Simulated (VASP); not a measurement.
Here is a VASP 6.6.1 calculation.

Contents of INCAR:

```
SYSTEM = Re
PREC     = Accurate       ! precision mode
ENCUT    = 560            ! plane-wave cutoff, eV
EDIFF    = 1E-6           ! SCF threshold, eV
ISMEAR   = -1             ! smearing method
SIGMA    = 0.1            ! smearing width, eV
LREAL    = .False.        ! projectors in reciprocal space
LASPH    = .True.         ! aspherical terms in the spheres
NELM     = 120            ! most SCF steps
ALGO     = Normal         ! electronic algorithm
ISIF     = 2              ! what is computed and relaxed
LWAVE    = .False.        ! write WAVECAR
LCHARG   = .False.        ! write CHGCAR
GGA      = PS             ! functional
NBANDS   = 22             ! bands
GGA_COMPAT= .False.
```

KPOINTS

```
Automatic mesh
0
Gamma
  11 11 11
  0 0 0
```

The input POSCAR:

```
Re
1.0
    0.0000000000      2.7975195331      2.7975195331
    2.7975195331      0.0000000000      2.7975195331
    2.7975195331      2.7975195331      0.0000000000
Re
2
Direct
    0.1250000000      0.1250000000      0.1250000000
    0.8750000000      0.8750000000      0.8750000000
```

Potentials or basis: VASP PAW PBE potentials, release 64 (Re_sv_GW).

Run with:

```sh
$ cat potpaw_PBE.64/Re_sv_GW/POTCAR > POTCAR
$ mpirun -np 1 vasp_std > vasp.out
```

(1) Estimate the band gap on the k mesh.

(2) Predict the pressure.

## Answers

(1) zero (bands 15 and 16 overlap by 1.19 eV).

(2) -2.3 GPa.

Caveat: the PAW data sets were made with another functional, which shifts forces and pressure a little; spin-orbit coupling is left out, which moves the levels of the heavy elements.
